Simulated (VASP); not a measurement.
A run of VASP 6.6.1 is set up as follows.

Contents of POSCAR:

```
CdS
1.0
    0.0000000000      2.9392148365      2.9392148365
    2.8804305398      0.0000000000      2.9392148365
    2.8804305398      2.9392148365      0.0000000000
Cd S
1 1
Direct
    0.0000000000      0.0000000000      0.0000000000
    0.2500000000      0.2500000000      0.2500000000
```

INCAR.step1

```
  PREC = Accurate
  ENCUT = 520
  ISMEAR = 0
  SIGMA = 0.01
  LREAL = False
  LASPH = True
  NELM = 100
  NBANDS = 16
  GGA = PE
  ALGO = Normal
  EDIFF = 1E-4
  LWAVE = True
  LCHARG = False
```

Contents of INCAR.step2:

```
  PREC = Accurate
  ENCUT = 520
  EDIFF = 1E-6
  ISMEAR = 0
  SIGMA = 0.01
  LREAL = False
  LASPH = True
  NELM = 100
  ALGO = Normal
  ISIF = 2
  LWAVE = False
  LCHARG = False
  METAGGA = R2SCAN
  LMIXTAU = True
  NBANDS = 16
  ISTART = 1
```

Contents of KPOINTS:

```
Automatic mesh
0
Gamma
  8 8 8
```

Potentials or basis: VASP PAW PBE potentials, release 64 (Cd, S).

Command:

```bash
$ cat potpaw_PBE.64/Cd/POTCAR potpaw_PBE.64/S/POTCAR > POTCAR
$ cp INCAR.step1 INCAR
$ mpirun -np 1 vasp_std > vasp.out
$ cp INCAR.step2 INCAR
$ mpirun -np 1 vasp_std > vasp.out
```

Q: Predict the pressure.

A: 1.6 GPa.

Q: Estimate the band gap on the k mesh.

A: 1.55 eV, direct.

Stress tensor (GPa, compression positive):
```
1.80 0.00 0.00
0.00 1.48 0.00
0.00 0.00 1.48
```

Caveat: the cell differs from its parent crystal (uniaxial x strain -2.0%); the PAW data sets were made with another functional, which shifts forces and pressure a little.
